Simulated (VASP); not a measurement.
# Si6O11 (a cell with a defect) in VASP: further runs, part 2 of 2

VASP 6.6.1. Earlier steps stand in the parts before.

### 4 Single point, PBE+D3(BJ)

Input file INCAR:

```
PREC = Accurate
ENCUT = 520
EDIFF = 1E-6
ISMEAR = 0
SIGMA = 0.05
LREAL = Auto
LASPH = True
NELM = 60
ALGO = Normal
ISIF = 2
LWAVE = False
LCHARG = True
GGA = PE
IVDW = 12
LELF = True
LVHAR = True
NBANDS = 59
NELECT = 88.0
```

Input file KPOINTS:

```
Automatic mesh
0
Gamma
  4 4 2
```

Input file POSCAR:

```
Si6O11
1.0
   -2.4573906087      4.2563253884      0.0000000000
    0.0000000000      0.0000000000      5.4210324304
    7.3721718262      4.2563253883      0.0000000000
Si O
6 11
Direct
    0.7669799462      0.6666666667      0.2330200538
    0.2669799462      0.6666666667      0.7330200538
    0.9660401075      0.3333333333      0.5000000000
    0.4660401075      0.3333333333      0.0000000000
    0.2669799462      0.0000000000      0.2669799462
    0.7669799462      0.0000000000      0.7669799462
    0.2730030153      0.2203350802      0.1370425925
    0.7730030153      0.2203350802      0.6370425925
    0.0690623811      0.8870017469      0.7949771961
    0.6579346037      0.5536684135      0.0679802114
    0.1579346037      0.5536684135      0.5679802114
    0.0690623811      0.7796649198      0.2050228039
    0.5690623811      0.7796649198      0.7050228039
    0.4662804367     -0.0564991266      0.3292378443
    0.6579346037      0.1129982531      0.9320197886
    0.7730030153      0.4463315865      0.3629574075
    0.2730030153      0.4463315865      0.8629574075
```

Potentials or basis: VASP PAW PBE potentials, release 64 (Si, O).

Run with:

```sh
> cat potpaw_PBE.64/Si/POTCAR potpaw_PBE.64/O/POTCAR > POTCAR
> mpirun -np 1 vasp_std > vasp.out
```

OUTCAR:

```text
PREC = Accurate
   ENCUT = 520
   EDIFF = 1E-6
   ISMEAR = 0
   LREAL = Auto
   LASPH = True
   NELM = 60
   ISIF = 2
   GGA = PE
   IVDW = 12
   NELECT = 88.0
 IVDW          = 12

 ion  position               nearest neighbor table
   1  0.767  0.667  0.233-  12 1.62  10 1.62  16 1.63  14 2.26   5 3.06   5 3.06   3 3.06   4 3.06

   2  0.267  0.667  0.733-  13 1.62  11 1.62  17 1.63   9 1.63   6 3.06   6 3.06   4 3.06   3 3.06

   3  0.966  0.333  0.500-   8 1.62  16 1.62  11 1.63   6 3.06   1 3.06   5 3.06   2 3.06
   4  0.466  0.333  0.000-   7 1.62  17 1.62  15 1.63  10 1.63   5 3.06   2 3.06   6 3.06   1 3.06

   5  0.267  0.000  0.267-  14 1.16   7 1.63  12 1.63   4 3.06   1 3.06   1 3.06   3 3.06
   6  0.767  0.000  0.767-  15 1.62   9 1.62   8 1.63  13 1.63   3 3.06   2 3.06   2 3.06   4 3.06

   7  0.273  0.220  0.137-   4 1.62   5 1.63
   8  0.773  0.220  0.637-   3 1.62   6 1.63
   9  0.069  0.887  0.795-   6 1.62   2 1.63
  10  0.658  0.554  0.068-   1 1.62   4 1.63
  11  0.158  0.554  0.568-   2 1.62   3 1.63
  12  0.069  0.780  0.205-   1 1.62   5 1.63
  13  0.569  0.780  0.705-   2 1.62   6 1.63
  14  0.466  0.944  0.329-   5 1.16   1 2.26
  15  0.658  0.113  0.932-   6 1.62   4 1.63
  16  0.773  0.446  0.363-   3 1.62   1 1.63
  17  0.273  0.446  0.863-   4 1.62   2 1.63

 -----------------------------------------------------------------------------
|                                                                             |
|           W    W    AA    RRRRR   N    N  II  N    N   GGGG   !!!           |
|           W    W   A  A   R    R  NN   N  II  NN   N  G    G  !!!           |
|           W    W  A    A  R    R  N N  N  II  N N  N  G       !!!           |
|           W WW W  AAAAAA  RRRRR   N  N N  II  N  N N  G  GGG   !            |
|           WW  WW  A    A  R   R   N   NN  II  N   NN  G    G                |
|           W    W  A    A  R    R  N    N  II  N    N   GGGG   !!!           |
|                                                                             |
|     The distance between some ions is very small. Please check the          |
|     nearest-neighbor list in the OUTCAR file.                               |
|     I HOPE YOU KNOW WHAT YOU ARE DOING!                                     |
|                                                                             |
 -----------------------------------------------------------------------------
[... 198 lines left out ...]
 maximum number of plane-waves:      6164
 NGX is ok and might be reduce to    40

 number of electron      88.0000030 magnetization

 Free energy of the ion-electron system (eV)
  ---------------------------------------------------
  ext. energy  EPLUGINS =         0.00000000
  ---------------------------------------------------
  free energy    TOTEN  =      -124.79300035 eV

  energy without entropy =     -124.78847057  energy(sigma->0) =     -124.79073546

 E-fermi :   1.3172     XC(G=0):  -8.8703

 val. band max:        1.2817566144   @ k =   0.0000   0.2500   0.5000
 cond. band min:       1.3855631600   @ k =   0.0000   0.0000   0.5000
 fundamental gap:      0.1038065456
 Fermi energy:         1.3171898964

 k-point     1 :       0.0000    0.0000    0.0000
  band No.  band energies     occupation
      1     -18.9727      2.00000
      2     -18.3564      2.00000
      3     -17.8370      2.00000
      4     -17.5205      2.00000
      5     -17.2841      2.00000
      6     -17.2188      2.00000
[... 1169 lines left out ...]
     55      11.0779      0.00000
     56      11.2576      0.00000
 [bands above 56 left out]

------------------------ aborting loop because EDIFF is reached ----------------------------------------

 Edisp (eV)   -2.42140

 E8    (eV) :    -0.8303

  FORCE on cell =-STRESS in cart. coord.  units (eV):
  Direction    XX          YY          ZZ          XY          YZ          ZX
  --------------------------------------------------------------------------------------
  -------------------------------------------------------------------------------------
  Total     -22.50610    45.06819   -14.47651     0.30967   -15.12542    -4.71305
  in kB    -158.98631   318.36821  -102.26415     2.18758  -106.84815   -33.29367
  external pressure =       19.04 kB  Pullay stress =        0.00 kB

 VOLUME and BASIS-vectors are now :
 -----------------------------------------------------------------------------
  energy-cutoff  :      520.00
  volume of cell :      226.80
      direct lattice vectors                 reciprocal lattice vectors
    -2.457390609  4.256325388  0.000000000    -0.101733928  0.176208333  0.000000000
     0.000000000  0.000000000  5.421032430     0.000000000  0.000000000  0.184466707
     7.372171826  4.256325388  0.000000000     0.101733928  0.058736111  0.000000000

 POSITION                                       TOTAL-FORCE (eV/Angst)
 -----------------------------------------------------------------------------------
     -0.16691      4.25633      3.61402        -0.973912     -0.630343     -0.688182
      4.74788      4.25633      3.61402         1.247212      1.654447      0.269252
      1.31215      6.23994      1.80701         3.013609     -0.386771      3.073453
     -1.14524      1.98362      1.80701        -0.899345     -1.049597     -0.051867
      1.31215      2.27271      0.00000        -1.742042    -53.500940     14.720290
      3.76954      6.52903      0.00000         1.208861      0.501003     -1.444996
[... 9 lines left out ...]
      0.77621      4.83502      2.41958         0.038857      0.091830     -0.392488
      5.69100      4.83502      2.41958        -0.042998      0.011846     -0.078174
 -----------------------------------------------------------------------------------
    total drift:                                0.000051     -0.003841     -0.001646

  FREE ENERGIE OF THE ION-ELECTRON SYSTEM (eV)
  ---------------------------------------------------
  free  energy   TOTEN  =      -127.2143985691 eV

  energy  without entropy=     -127.2098687901  energy(sigma->0) =     -127.21213368
```

Run time: 19 min. Hardware: 1 thread of Intel Xeon 8259CL, shared host; peak memory 0.39 GiB.

What came out:

```yaml
Free_energy: -127.2144 eV
Largest_force: 58.020 eV/Å
Dispersion_energy_per_atom: -0.142 eV
```

Forces on the atoms (eV/Å):
```
Si   -0.974  -0.630  -0.688
Si    1.247   1.654   0.269
Si    3.014  -0.387   3.073
Si   -0.899  -1.050  -0.052
Si   -1.742 -53.501  14.720
Si    1.209   0.501  -1.445
O     1.737  -0.461  -0.256
O    -1.978  -0.079   0.161
O    -0.457  -0.226   0.024
O     1.258   1.127   1.592
O    -1.462  -1.236  -1.343
O     1.667  -1.298   0.719
O    -0.340  -0.145   0.055
O    -2.490  55.526 -16.645
O     0.214   0.100   0.284
O     0.039   0.092  -0.392
O    -0.043   0.012  -0.078
```

Levels at points of the mesh, in eV from the Fermi level:
| k point | band 41 | band 42 | band 43 | band 44 | band 45 | band 46 | band 47 | band 48 |
| --- | --- | --- | --- | --- | --- | --- | --- | --- |
| (0.00, 0.00, 0.00) | -0.91 | -0.75 | -0.41 | -0.08 | -0.04 | 3.78 | 5.06 | 6.44 |
| (0.50, 0.00, 0.00) | -0.88 | -0.73 | -0.25 | -0.11 | 0.27 | 3.51 | 5.14 | 6.90 |
| (0.00, 0.50, 0.00) | -0.93 | -0.60 | -0.47 | -0.05 | 0.24 | 3.40 | 5.15 | 6.55 |
| (0.50, 0.50, 0.00) | -0.97 | -0.62 | -0.57 | -0.47 | 0.20 | 4.01 | 5.01 | 6.73 |
| (0.00, 0.00, 0.50) | -0.88 | -0.75 | -0.39 | -0.06 | 0.07 | 3.68 | 5.01 | 6.36 |
| (0.50, 0.00, 0.50) | -0.87 | -0.71 | -0.27 | -0.11 | 0.20 | 3.54 | 5.13 | 6.84 |
| (0.00, 0.50, 0.50) | -0.94 | -0.64 | -0.50 | -0.04 | 0.28 | 3.39 | 5.14 | 6.54 |
| (0.50, 0.50, 0.50) | -0.93 | -0.59 | -0.55 | -0.41 | 0.10 | 4.02 | 4.99 | 6.86 |

Caveat: the k points lie up to 0.37 Å⁻¹ apart; the cell carries a net charge on a neutralising background, which shifts energy and pressure; the cell differs from its parent crystal (atoms taken out, atom 14 moved 0.750 of the way to it and +0.000 Å across, host rigid); the cell is charged against a uniform background, so pressure and absolute levels hang on convention; atoms lie so close that the PAW spheres overlap strongly, which falsifies energies and pressures.

### 5 Single point, PBE+D3(BJ)

Input file INCAR:

```
PREC = Accurate
ENCUT = 520
EDIFF = 1E-6
ISMEAR = 0
SIGMA = 0.05
LREAL = Auto
LASPH = True
NELM = 100
ALGO = Normal
ISIF = 2
LWAVE = False
LCHARG = False
GGA = PE
IVDW = 12
NELECT = 88.0
NBANDS = 59
```

KPOINTS is that of step 4.

Edit POSCAR of step 4 so:

```diff
@@ -21,3 +21,3 @@
     0.5690623811      0.7796649198      0.7050228039
-    0.4662804367     -0.0564991266      0.3292378443
+    0.2128082589      0.0719449265      0.4269349944
     0.6579346037      0.1129982531      0.9320197886
```

Run with:

```sh
> cat potpaw_PBE.64/Si/POTCAR potpaw_PBE.64/O/POTCAR > POTCAR
> mpirun -np 1 vasp_std > vasp.out
```

Wall time 22 min (1 thread of Intel Xeon 8259CL, shared host); peak memory 0.38 GiB.

The run converged. Its results:

- Free energy: -135.6530 eV
- Largest force: 10.301 eV/Å
- Dispersion energy per atom: -0.142 eV

Forces in eV/Å, atoms in the order of the input:
```
Si  -1.659  0.655 -2.396
Si   0.095 -0.014 -0.093
Si   0.431  2.326 -0.522
Si  -1.215 -1.182 -0.550
Si  -6.801 -4.262 -0.842
Si   0.038  0.165 -0.236
O    0.536  0.752 -0.906
O   -1.112 -0.089 -0.050
O    0.023  0.122  0.005
O    0.735  0.795  1.362
O   -0.625 -0.636 -0.782
O   -0.028 -0.197  0.126
O   -0.159  0.078  0.077
O    9.164  1.726  4.377
O    0.558  0.194  0.331
O   -0.257 -0.611  0.176
O    0.275  0.178 -0.078
```

Levels at points of the mesh, in eV from the Fermi level:
```tsv
k point	band 41	band 42	band 43	band 44	band 45	band 46	band 47	band 48
(0.00, 0.00, 0.00)	-0.85	-0.58	-0.42	-0.18	-0.02	5.16	5.86	6.91
(0.50, 0.00, 0.00)	-0.65	-0.56	-0.09	-0.04	0.73	3.77	6.76	6.92
(0.00, 0.50, 0.00)	-0.95	-0.41	-0.31	-0.02	0.07	4.46	6.63	7.46
(0.50, 0.50, 0.00)	-0.59	-0.57	-0.53	-0.45	0.58	4.14	6.01	7.28
(0.00, 0.00, 0.50)	-0.80	-0.48	-0.39	-0.19	-0.02	5.17	5.73	6.97
(0.50, 0.00, 0.50)	-0.63	-0.55	-0.11	-0.05	0.73	3.77	6.74	6.91
(0.00, 0.50, 0.50)	-0.83	-0.49	-0.34	-0.01	0.08	4.51	6.63	7.32
(0.50, 0.50, 0.50)	-0.59	-0.56	-0.39	-0.33	0.51	4.13	6.09	7.25
```

Caveat: the k points lie up to 0.37 Å⁻¹ apart; the cell carries a net charge on a neutralising background, which shifts energy and pressure; the cell differs from its parent crystal (atoms taken out, atom 14 moved 0.125 of the way to it and +0.125 Å across, host rigid); the cell is charged against a uniform background, so pressure and absolute levels hang on convention.

### 6 Single point, PBE+D3(BJ)

Input file INCAR:

```
  PREC = Accurate
  ENCUT = 520
  EDIFF = 1E-6
  ISMEAR = 0
  SIGMA = 0.05
  LREAL = Auto
  LASPH = T
  NELM = 80
  ALGO = Normal
  ISIF = 2
  LWAVE = F
  LCHARG = F
  GGA = PE
  IVDW = 12
  NBANDS = 59
  NELECT = 88.0
```

Input file KPOINTS:

```
regular mesh
0
Gamma
  4 4 2
```

Edit POSCAR of step 5 so:

```diff
@@ -21,3 +21,3 @@
     0.5690623811      0.7796649198      0.7050228039
-    0.2128082589      0.0719449265      0.4269349944
+    0.2197736249      0.0463373997      0.4510260541
     0.6579346037      0.1129982531      0.9320197886
```

Potentials or basis: VASP PAW PBE potentials, release 64 (Si, O).

Run with:

```sh
> cat potpaw_PBE.64/Si/POTCAR potpaw_PBE.64/O/POTCAR > POTCAR
> mpirun -np 1 vasp_std > vasp.out
```

Wall time 21 min (1 thread of Intel Xeon 8259CL, shared host); peak memory 0.39 GiB.

Results (log left out):

```yaml
Free_energy: -135.9295 eV
Largest_force: 3.026 eV/Å
Dispersion_energy_per_atom: -0.142 eV
```

Forces in eV/Å, atoms in the order of the input:
```
Si  -1.562  0.521 -2.259
Si   0.062 -0.018 -0.025
Si   0.906  2.498 -0.611
Si  -1.488 -1.151 -0.419
Si   0.388 -1.380  0.844
Si  -0.005  0.140 -0.260
O    1.247  0.844 -1.028
O   -0.979 -0.125 -0.001
O    0.084  0.130 -0.013
O    0.766  0.799  1.318
O   -0.641 -0.675 -0.859
O    0.013 -0.159  0.349
O   -0.140  0.133  0.048
O    0.687 -1.403  2.591
O    0.641  0.184  0.353
O   -0.300 -0.549  0.076
O    0.321  0.210 -0.106
```

Levels at points of the mesh, in eV from the Fermi level:
```tsv
k point	band 41	band 42	band 43	band 44	band 45	band 46	band 47	band 48
(0.00, 0.00, 0.00)	-0.79	-0.58	-0.34	-0.19	-0.02	4.94	5.34	6.78
(0.50, 0.00, 0.00)	-0.67	-0.47	-0.10	-0.04	0.69	3.67	6.15	6.76
(0.00, 0.50, 0.00)	-0.91	-0.42	-0.33	-0.03	0.04	4.29	6.12	7.23
(0.50, 0.50, 0.00)	-0.60	-0.59	-0.52	-0.42	0.60	4.00	5.51	6.97
(0.00, 0.00, 0.50)	-0.78	-0.47	-0.34	-0.16	-0.02	4.94	5.33	6.69
(0.50, 0.00, 0.50)	-0.66	-0.45	-0.12	-0.05	0.69	3.68	6.13	6.75
(0.00, 0.50, 0.50)	-0.78	-0.50	-0.36	-0.01	0.07	4.33	6.12	7.11
(0.50, 0.50, 0.50)	-0.61	-0.56	-0.39	-0.32	0.53	4.00	5.57	6.96
```

Caveat: the k points lie up to 0.37 Å⁻¹ apart; the cell carries a net charge on a neutralising background, which shifts energy and pressure; the cell differs from its parent crystal (atoms taken out, atom 14 moved 0.125 of the way to it and +0.375 Å across, host rigid); the cell is charged against a uniform background, so pressure and absolute levels hang on convention.

### 7 Single point, PBE+D3(BJ)

Input file INCAR:

```
ALGO = Normal
EDIFF = 1E-6
ENCUT = 520
GGA = PE
ISIF = 2
ISMEAR = 0
IVDW = 12
LASPH = T
LCHARG = F
LREAL = Auto
LWAVE = F
NBANDS = 59
NELECT = 88.0
NELM = 80
PREC = Accurate
SIGMA = 0.05
```

Input file KPOINTS:

```
k-points
0
Gamma
  4 4 2
```

Edit POSCAR of step 6 so:

```diff
@@ -21,3 +21,3 @@
     0.5690623811      0.7796649198      0.7050228039
-    0.2197736249      0.0463373997      0.4510260541
+    0.1509692377      0.1386057799      0.4079287289
     0.6579346037      0.1129982531      0.9320197886
```

Run with:

```sh
> cat potpaw_PBE.64/Si/POTCAR potpaw_PBE.64/O/POTCAR > POTCAR
> mpirun -np 1 vasp_std > vasp.out
```

Wall time 18 min (1 thread of Intel Xeon 8259CL, shared host); peak memory 0.38 GiB.

It converged, with:

```yaml
Free_energy: -136.3824 eV
Largest_force: 3.026 eV/Å
Dispersion_energy_per_atom: -0.142 eV
```

Forces in eV/Å, atoms in the order of the input:
```
Si  -1.024  0.430 -2.523
Si   0.061 -0.170 -0.215
Si   1.541  0.845  1.346
Si  -1.040 -0.925 -0.519
Si  -2.069 -2.189  0.289
Si  -0.003  0.129  0.038
O   -0.333  0.690 -0.761
O   -0.524 -0.082 -0.127
O    0.010  0.146  0.036
O    0.610  0.695  1.310
O   -0.200 -0.177 -0.097
O    0.144  0.285  0.303
O   -0.181  0.030  0.084
O    2.397  1.416 -0.532
O    0.471  0.181  0.257
O   -0.121 -1.447  1.184
O    0.261  0.142 -0.071
```

Levels at points of the mesh, in eV from the Fermi level:
| k point | band 40 | band 41 | band 42 | band 43 | band 44 | band 45 | band 46 | band 47 | band 48 | band 49 |
| --- | --- | --- | --- | --- | --- | --- | --- | --- | --- | --- |
| (0.50, 0.00, 0.00) | -0.79 | -0.60 | -0.53 | -0.04 | -0.01 | 0.64 | 3.61 | 6.81 | 6.91 | 8.44 |
| (0.00, 0.50, 0.00) | -0.93 | -0.88 | -0.30 | -0.24 | -0.02 | 0.05 | 4.25 | 7.06 | 7.26 | 8.47 |
| (0.50, 0.50, 0.00) | -0.74 | -0.56 | -0.51 | -0.49 | -0.35 | 0.43 | 3.89 | 6.62 | 7.22 | 8.79 |
| (0.00, 0.00, 0.50) | -0.77 | -0.76 | -0.51 | -0.30 | -0.18 | -0.02 | 4.69 | 6.28 | 7.24 | 7.88 |
| (0.50, 0.00, 0.50) | -0.82 | -0.53 | -0.52 | -0.05 | -0.03 | 0.64 | 3.62 | 6.72 | 6.89 | 8.39 |
| (0.00, 0.50, 0.50) | -0.91 | -0.79 | -0.44 | -0.30 | -0.04 | 0.09 | 4.26 | 7.16 | 7.25 | 8.47 |
| (0.50, 0.50, 0.50) | -0.77 | -0.58 | -0.51 | -0.30 | -0.26 | 0.37 | 3.88 | 6.64 | 7.20 | 8.81 |

Caveat: the k points lie up to 0.37 Å⁻¹ apart; the cell carries a net charge on a neutralising background, which shifts energy and pressure; the cell differs from its parent crystal (atoms taken out, atom 14 moved 0.000 of the way to it and -0.250 Å across, host rigid); the cell is charged against a uniform background, so pressure and absolute levels hang on convention.
